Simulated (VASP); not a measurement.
A run of VASP 6.6.1 is set up as follows.

INCAR

```
PREC     = Accurate       # precision mode
ENCUT    = 520            # plane-wave cutoff, eV
EDIFF    = 1E-7           # SCF threshold, eV
ISMEAR   = 0              # smearing method
SIGMA    = 0.15           # smearing width, eV
LREAL    = F              # projectors in reciprocal space
LASPH    = T              # aspherical terms in the spheres
NELM     = 80             # most SCF steps
ALGO     = Fast           # electronic algorithm
ISIF     = 2              # what is computed and relaxed
LWAVE    = F              # write WAVECAR
LCHARG   = F              # write CHGCAR
GGA      = PE             # functional
NBANDS   = 16             # bands
```

Contents of KPOINTS:

```
Automatic mesh
0
Gamma
  10 10 14
```

The input POSCAR:

```
Al2Cu
1.0
    4.1211626268      0.0000000000      0.0000000000
    0.0000000000      4.1211626268      0.0000000000
    0.0000000000      0.0000000000      2.8847334069
Al Cu
2 1
Direct
    0.5000000000      0.0058614588      0.5000000000
    0.0000000000      0.4741577779      0.5000000000
    0.0000000000      0.0084838028      0.0000000000
```

Potentials or basis: VASP PAW PBE potentials, release 64 (Al, Cu).

Run with:

```bash
$ cat potpaw_PBE.64/Al/POTCAR potpaw_PBE.64/Cu/POTCAR > POTCAR
$ mpirun -np 1 vasp_std > vasp.out
```

(1) Estimate the largest force.

(2) Estimate the pressure.

Results:

(1) 1.246 eV/Å.

(2) 1.0 GPa.

Caveat: the cell differs from its parent crystal (mode 4 frozen in at +0.000 Å and mode 9 at -0.106 Å (largest displacements)); forces of over 1 eV/Å act on the atoms, so gaps and moduli don't describe the material at rest.
